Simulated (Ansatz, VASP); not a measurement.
## Two plane-wave programs on TaVN2

INCAR

```
SYSTEM = TaVN2
PREC     = Accurate       ! precision mode
ENCUT    = 520            ! plane-wave cutoff, eV
EDIFF    = 1E-6           ! SCF threshold, eV
ISMEAR   = -1             ! smearing method
SIGMA    = 0.05           ! smearing width, eV
LREAL    = .False.        ! projectors in reciprocal space
LASPH    = .True.         ! aspherical terms in the spheres
NELM     = 150            ! most SCF steps
ALGO     = Normal         ! electronic algorithm
ISIF     = 2              ! what is computed and relaxed
LWAVE    = .False.        ! write WAVECAR
LCHARG   = .True.         ! write CHGCAR
ISPIN    = 2              ! spin polarisation
MAGMOM   = 0 1 0 0        ! initial moments
LORBIT   = 11             ! projections on sites
NUPDOWN  = 1.0            ! fixed moment
LMAXMIX  = 4              ! l up to which the mixer works
GGA      = PS             ! functional
LELF     = .True.         ! ELF
LVHAR    = .True.       
NBANDS   = 29             ! bands
```

The input KPOINTS:

```
Automatic mesh
0
Gamma
  7 7 5
  0 0 0
```

Contents of POSCAR:

```
TaVN2
1.0
    3.0498670000      0.0000000000      0.0000000000
    0.0000000000      3.0498670000      0.0000000000
    0.0000000000      0.0000000000      4.2960620000
Ta V N
1 1 2
Direct
    0.0000000000      0.0000000000      0.0000000000
    0.5000000000      0.5000000000      0.5000000000
    0.5000000000      0.5000000000      0.0000000000
    0.0000000000      0.0000000000      0.5000000000
```

Contents of input.yaml:

```yaml
crystal:
  lattice:
    - [3.049867, 0.0, 0.0]
    - [0.0, 3.049867, 0.0]
    - [0.0, 0.0, 4.296062]
  atoms:
    - { symbol: Ta, position: [0.0, 0.0, 0.0] }
    - { symbol: V, position: [0.5, 0.5, 0.5], spin: 1.0 }
    - { symbol: "N", position: [0.5, 0.5, 0.0] }
    - { symbol: "N", position: [0.0, 0.0, 0.5] }
hamiltonian:
  xc: pbesol
  pseudopotentials: { kind: paw }
magnetization:
  spin_polarized: true
  initial_magnetization: 1.0
  spin_locking: { lock_magnetization: hard }
kpoints:
  mp_grid: { grid: [7, 7, 5] }
scf:
  occupations: { method: fermi_dirac, width: 0.05 }
  lower_state_search: "off"
output:
  forces: true
  stress: true
  eigenvalues: true
```

Alike in both runs: task single point; functional PBEsol; k mesh 7 × 7 × 5; occupations fermi-dirac, width 0.05 eV; collinear spin; fixed moment 1 μB.

```csv
,VASP,Ansatz
version,VASP 6.6.1,Ansatz 0.2.0
potentials or method,"VASP PAW PBE potentials, release 64 (Ta_pv, V_sv, N)",Ansatz PAW
plane-wave cutoff (eV),520,420
valence electrons in the cell,34,36
```

Ansatz gave:

```
pressure (GPa)                                                : -10.5
traceless stress, the component that is largest in VASP (GPa) : 0.24
net moment per atom (μB)                                      : 0.25
size of the moment on the site where the two differ most (μB) : 0.82
```

Problem. Estimate VASP's values.

Solution. Pressure (GPa): -9.9; traceless stress, the component that is largest in VASP (GPa): 0.29; net moment per atom (μB): 0.25; size of the moment on the site where the two differ most (μB): 0.96.

VASP's potentials were made for PBE, not for PBEsol. Site moments also hang on the region over which each program counts them. VASP's potentials hold 34 valence electrons a cell and Ansatz's 36, so a difference there can come from the potentials and not from the codes.

Neither program's run includes spin-orbit coupling.
